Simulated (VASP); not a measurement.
Here is a VASP 6.6.1 calculation.

File POSCAR:

```
LiCl
1.0
    3.8937404213      0.0000000000      0.0000000000
   -1.9468702107      3.3720781205      0.0000000000
    0.0000000000      0.0000000000      6.2258773919
Li Cl
2 2
Direct
    0.6666666667      0.3333333333      0.8780761529
    0.3333333333      0.6666666667      0.3780761529
    0.6666666667      0.3333333333      0.4969248471
    0.3333333333      0.6666666667      0.9969248471
```

Contents of INCAR.step1:

```
SYSTEM = LiCl
  PREC = Accurate
  ENCUT = 520
  ISMEAR = 0
  SIGMA = 0.01
  LREAL = .FALSE.
  LASPH = .TRUE.
  NELM = 80
  NBANDS = 18
  GGA = PE
  ALGO = Normal
  EDIFF = 1E-4
  LWAVE = .TRUE.
  LCHARG = .FALSE.
```

File INCAR.step2:

```
SYSTEM = LiCl
  PREC = Accurate
  ENCUT = 520
  EDIFF = 1E-6
  ISMEAR = 0
  SIGMA = 0.01
  LREAL = .FALSE.
  LASPH = .TRUE.
  NELM = 80
  ALGO = Normal
  ISIF = 2
  LWAVE = .FALSE.
  LCHARG = .TRUE.
  METAGGA = R2SCAN
  LMIXTAU = .TRUE.
  LELF = .TRUE.
  LVHAR = .TRUE.
  NBANDS = 18
  ISTART = 1
```

Contents of KPOINTS:

```
Automatic mesh
0
G
  6 6 2
  0 0 0
```

Potentials or basis: VASP PAW PBE potentials, release 64 (Li_sv, Cl).

Launch:

```bash
$ cat potpaw_PBE.64/Li_sv/POTCAR potpaw_PBE.64/Cl/POTCAR > POTCAR
$ cp INCAR.step1 INCAR
$ mpirun -np 1 vasp_std > vasp.out
$ cp INCAR.step2 INCAR
$ mpirun -np 1 vasp_std > vasp.out
```

(1) Predict the band gap on the k mesh.

(2) What does it give for the largest force?

## Answers

(1) 6.74 eV.

(2) 0.004 eV/Å.

Caveat: the k points lie up to 0.50 Å⁻¹ apart; the PAW data sets were made with another functional, which shifts forces and pressure a little.
